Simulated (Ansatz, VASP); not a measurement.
Two plane-wave programs on CdSnAu2Se4

```
Sn Au Se Cd
1.0
     0.00000    5.94203    0.00000
     5.94203    0.00000    0.00000
     2.97101    2.97101   -5.71301
Sn Au Se Cd
1 2 4 1
Cartesian
  2.9710 2.9710 0.0000
  5.9420 2.9710 -2.8565
  2.9710 5.9420 -2.8565
  4.5783 4.5783 -4.1853
  1.6073 4.3347 -1.5277
  7.3057 7.3057 -4.1853
  4.3347 1.6073 -1.5277
  0.0000 0.0000 0.0000
```

Alike in both runs: task single point; functional PBE; k mesh 4 × 4 × 4; no spin polarisation.

|  | VASP | Ansatz |
| --- | --- | --- |
| version | VASP 6.6.1 | Ansatz 0.2.0 |
| potentials or method | VASP PAW PBE potentials, release 64 (Sn_d, Au, Se, Cd), cutoff 520 eV | PAW plane waves |
| occupations | fermi-dirac, width 0.1 eV | fermi-dirac |
| valence electrons in the cell | 72 | 136 |

```csv
,VASP,Ansatz,Ansatz less VASP
gap on the k mesh at the Fermi level (eV),none,none,-
pressure (GPa),10.1,10.0,-0.06
"traceless stress, the component that is largest in VASP (GPa)",-0.10,-0.11,-0.004
rms of the force components (eV/Å),0.533,0.539,+0.0054
```

Atom by atom the forces differ by 0.008 eV/Å (rms over components). A gap of «none» marks a metal or a gap that the smearing closes. VASP's potentials hold 72 valence electrons a cell and Ansatz's 136, so a difference there can come from the potentials and not from the codes.

Neither program's run includes spin-orbit coupling.
